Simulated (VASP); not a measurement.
# Bi2Se3 (R-3m) in VASP: a series of runs, part 2 of 2

VASP 6.6.1. The steps go on from the part before.

## Step 5: Single point, PBE+D3(BJ)

This run uses another cell than the first one, of 30.51 Å³/atom.

File INCAR:

```
SYSTEM = Bi2Se3
  PREC = Accurate
  ENCUT = 520
  EDIFF = 1E-6
  ISMEAR = 0
  SIGMA = 0.01
  LREAL = .False.
  LASPH = .True.
  NELM = 60
  ALGO = Normal
  ISIF = 2
  LWAVE = .False.
  LCHARG = .False.
  GGA = PE
  IVDW = 12
  NBANDS = 32
```

File KPOINTS:

```
regular mesh
0
Gamma
  5 5 5
  0 0 0
```

File POSCAR:

```
Bi2Se3
1.0
    2.1220442007      1.2251627878      9.7782376235
   -2.1220442007      1.2251627878      9.7782376235
    0.0000000000     -2.4503255859      9.7782376235
Bi Se
2 3
Direct
    0.4008000000      0.4008000000      0.4008000000
    0.5992000000      0.5992000000      0.5992000000
    0.0000000000      0.0000000000      0.0000000000
    0.2117000000      0.2117000000      0.2117000000
    0.7883000000      0.7883000000      0.7883000000
```

Potentials or basis: VASP PAW PBE potentials, release 64 (Bi_d, Se).

Run with:

```
cat potpaw_PBE.64/Bi_d/POTCAR potpaw_PBE.64/Se/POTCAR > POTCAR
mpirun -np 1 vasp_std > vasp.out
```

OUTCAR:

```text
SYSTEM = Bi2Se3
   PREC = Accurate
   ENCUT = 520
   EDIFF = 1E-6
   ISMEAR = 0
   LREAL = .False.
   LASPH = .True.
   NELM = 60
   ISIF = 2
   GGA = PE
   IVDW = 12
 IVDW          = 12

 ion  position               nearest neighbor table
   1  0.401  0.401  0.401-   5 2.92   5 2.92   5 2.92   3 3.15   3 3.15   3 3.15
   2  0.599  0.599  0.599-   4 2.92   4 2.92   4 2.92   3 3.15   3 3.15   3 3.15
   3  0.000  0.000  0.000-   2 3.15   2 3.15   1 3.15   1 3.15   2 3.15   1 3.15
   4  0.212  0.212  0.212-   2 2.92   2 2.92   2 2.92
   5  0.788  0.788  0.788-   1 2.92   1 2.92   1 2.92

  LATTYP: Found a trigonal (rhomboedric) cell.
 ALAT       =    10.0805766932
 COS(alpha) =     0.9113725832

  Lattice vectors:

 A1 = (   2.1220442007,   1.2251627878,   9.7782376235)
 A2 = (  -2.1220442007,   1.2251627878,   9.7782376235)
 A3 = (   0.0000000000,  -2.4503255859,   9.7782376235)

Analysis of symmetry for initial positions (statically):
=====================================================================
 Subroutine PRICEL returns:
 Original cell was already a primitive cell.

 Routine SETGRP: Setting up the symmetry group for a
 trigonal (rhombohedral) supercell.

 Subroutine GETGRP returns: Found 12 space group operations
 (whereof 12 operations were pure point group operations)
 out of a pool of 12 trial point group operations.

The static configuration has the point symmetry D_3d.

Analysis of symmetry for dynamics (positions and initial velocities):
=====================================================================
 Subroutine PRICEL returns:
 Original cell was already a primitive cell.

 Routine SETGRP: Setting up the symmetry group for a
 trigonal (rhombohedral) supercell.

 Subroutine GETGRP returns: Found 12 space group operations
 (whereof 12 operations were pure point group operations)
 out of a pool of 12 trial point group operations.

The dynamic configuration has the point symmetry D_3d.

[... 119 lines left out ...]
  volume/ion in A,a.u.               =      30.51       205.87
  Fermi-wavevector in a.u.,A,eV,Ry     =   1.113530  2.104266 16.870529  1.239949
  Thomas-Fermi vector in A             =   2.250116
   LORBIT       =      0    0 simple, 1 ext, 2 COOP (PROOUT), +10 PAW based schemes
   GGA     = PE    functional components
   LHFCALC =     F    Hartree Fock is set to
   AEXX    =    0.0000 exact exchange contribution
   IVDW    =    12    specifies the selected vdW correction
   LEPSILON=     F    determine dielectric tensor
   LRPA    =     F    only Hartree local field effects (RPA)
 non-spin polarized calculation
 Gauss-broadening in eV      SIGMA  =   0.01
  energy-cutoff  :      520.00
  volume of cell :      152.53
 maximum number of plane-waves:      4136
 NGX is ok and might be reduce to    80
   NGX = 37   NGY = 37   NGZ = 37

 number of electron      48.0000004 magnetization

 Free energy of the ion-electron system (eV)
  ---------------------------------------------------
  ext. energy  EPLUGINS =         0.00000000
  ---------------------------------------------------
  free energy    TOTEN  =       -20.18298329 eV

  energy without entropy =      -20.18298329  energy(sigma->0) =      -20.18298329

 E-fermi :   4.1571     XC(G=0):  -9.1716

 val. band max:        4.0966245952   @ k =   0.0000   0.0000   0.0000
 cond. band min:       4.3692125596   @ k =   0.0000   0.0000   0.0000
 fundamental gap:      0.2725879644
 Fermi energy:         4.1570589609

 k-point     1 :       0.0000    0.0000    0.0000
  band No.  band energies     occupation
      1     -18.9261      2.00000
      2     -18.9261      2.00000
      3     -18.9254      2.00000
      4     -18.9254      2.00000
      5     -18.9230      2.00000
      6     -18.9212      2.00000
[... 654 lines left out ...]
     31       9.5234      0.00000
     32      10.5847      0.00000

------------------------ aborting loop because EDIFF is reached ----------------------------------------

 Edisp (eV)   -1.85587

 E8    (eV) :    -0.8397

  FORCE on cell =-STRESS in cart. coord.  units (eV):
  Direction    XX          YY          ZZ          XY          YZ          ZX
  --------------------------------------------------------------------------------------
  -------------------------------------------------------------------------------------
  Total      -3.59259    -3.59259    -3.52686     0.00000     0.00000     0.00000
  in kB     -37.73617   -37.73617   -37.04578     0.00000     0.00000     0.00000
  external pressure =      -37.51 kB  Pullay stress =        0.00 kB

 VOLUME and BASIS-vectors are now :
 -----------------------------------------------------------------------------
  energy-cutoff  :      520.00
  volume of cell :      152.53
      direct lattice vectors                 reciprocal lattice vectors
     2.122044201  1.225162788  9.778237624     0.235621859  0.136036344  0.034089306
    -2.122044201  1.225162788  9.778237624    -0.235621859  0.136036344  0.034089306
     0.000000000 -2.450325586  9.778237624     0.000000000 -0.272072688  0.034089306

 POSITION                                       TOTAL-FORCE (eV/Angst)
 -----------------------------------------------------------------------------------
      0.00000     -0.00000     11.75735         0.000000      0.000000     -0.009218
      0.00000     -0.00000     17.57736         0.000000     -0.000000      0.009218
      0.00000      0.00000      0.00000         0.000000      0.000000     -0.000000
      0.00000     -0.00000      6.21016         0.000000     -0.000000      0.321504
      0.00000     -0.00000     23.12455         0.000000      0.000000     -0.321504
 -----------------------------------------------------------------------------------
    total drift:                                0.000000      0.000000     -0.000000

  FREE ENERGIE OF THE ION-ELECTRON SYSTEM (eV)
  ---------------------------------------------------
  free  energy   TOTEN  =       -22.0388579803 eV

  energy  without entropy=      -22.0388579803  energy(sigma->0) =      -22.03885798
```

Run time: 12 min. Hardware: 1 thread of Intel Xeon Platinum 8259CL at 2.50GHz (Skylake/Cascade Lake), shared host; peak memory 0.87 GiB.

Results:

```yaml
Free_energy: -22.0389 eV
Pressure: -3.8 GPa
Largest_force: 0.322 eV/Å
Band_gap_on_the_k_mesh: 0.27 eV
Dispersion_energy_per_atom: -0.371 eV
```

Forces on the atoms (eV/Å):
```
Bi   0.000  0.000 -0.009
Bi   0.000  0.000  0.009
Se   0.000  0.000  0.000
Se   0.000  0.000  0.322
Se   0.000  0.000 -0.322
```

Caveat: the cell stands under tension; spin-orbit coupling is left out, which moves the levels of the heavy elements. A k mesh can miss the band edges.

## Step 6: Single point, PBE+D3(BJ)

This run uses another cell than the first one, of 31.22 Å³/atom.

File INCAR:

```
  ALGO = Normal
  EDIFF = 1E-7
  ENCUT = 520
  GGA = PE
  ISIF = 2
  ISMEAR = 0
  IVDW = 12
  LASPH = True
  LCHARG = False
  LREAL = False
  LWAVE = False
  NBANDS = 32
  NELM = 100
  PREC = Accurate
  SIGMA = 0.01
```

File KPOINTS:

```
k-points
0
Gamma
  5 5 5
```

Edit POSCAR of step 5 so:

```diff
@@ -2,5 +2,5 @@
 1.0
-    2.1220442007      1.2251627878      9.7782376235
-   -2.1220442007      1.2251627878      9.7782376235
-    0.0000000000     -2.4503255859      9.7782376235
+    2.1383682592      1.2345874873      9.8534577920
+   -2.1383682592      1.2345874873      9.8534577920
+    0.0000000000     -2.4691749850      9.8534577920
 Bi Se
```

Potentials or basis: VASP PAW PBE potentials, release 64 (Bi_d, Se).

Run with:

```
cat potpaw_PBE.64/Bi_d/POTCAR potpaw_PBE.64/Se/POTCAR > POTCAR
mpirun -np 1 vasp_std > vasp.out
```

Wall time 16 min (1 thread of Intel Xeon Platinum 8259CL at 2.50GHz (Skylake/Cascade Lake), shared host); peak memory 0.88 GiB.

The run converged. Its results:

```yaml
Free_energy: -21.9455 eV
Pressure: -4.7 GPa
Largest_force: 0.465 eV/Å
Band_gap_on_the_k_mesh: 0.29 eV
Dispersion_energy_per_atom: -0.362 eV
```

Forces on the atoms (eV/Å):
```
Bi   0.000  0.000  0.049
Bi   0.000  0.000 -0.049
Se   0.000  0.000  0.000
Se   0.000  0.000  0.465
Se   0.000  0.000 -0.465
```

Stress tensor (GPa, compression positive):
```
-4.76  0.00  0.00
 0.00 -4.76  0.00
 0.00  0.00 -4.67
```

Levels at points of the mesh, in eV from the valence-band top:
```
           k point  band 20  band 21  band 22  band 23  band 24  band 25  band 26  band 27  band 28  band 29
(0.00, 0.00, 0.00)    -1.54    -1.54    -0.93    -0.93     0.00     0.29     1.47     1.47     2.13     2.62
```

Caveat: the cell stands under tension; spin-orbit coupling is left out, which moves the levels of the heavy elements. A k mesh can miss the band edges.

## Step 7: Overview

```tsv
cell	gap on the mesh (eV)	pressure (GPa)	largest force (eV/Å)
a = 9.840 Å, angles 24.3°, 5 atoms	0.22	0.1	0.22
a = 9.922 Å, angles 24.3°, 5 atoms	0.24	-1.3	0.14
a = 10.002 Å, angles 24.3°, 5 atoms	0.26	-2.6	0.17
a = 10.081 Å, angles 24.3°, 5 atoms	0.27	-3.8	0.32
a = 10.158 Å, angles 24.3°, 5 atoms	0.29	-4.7	0.46
```

Alike in all rows: task single point; level PBE+D3(BJ); potentials or basis VASP PAW PBE potentials, release 64 (Bi_d, Se); no spin polarisation; k mesh 5 × 5 × 5; cutoff (eV) 520; smearing gaussian 0.01 eV.

Caveats: spin-orbit coupling is left out, which moves the levels of the heavy elements; the cell stands under tension (at least some runs).

Absolute energies hang on the potentials; compare differences alone.
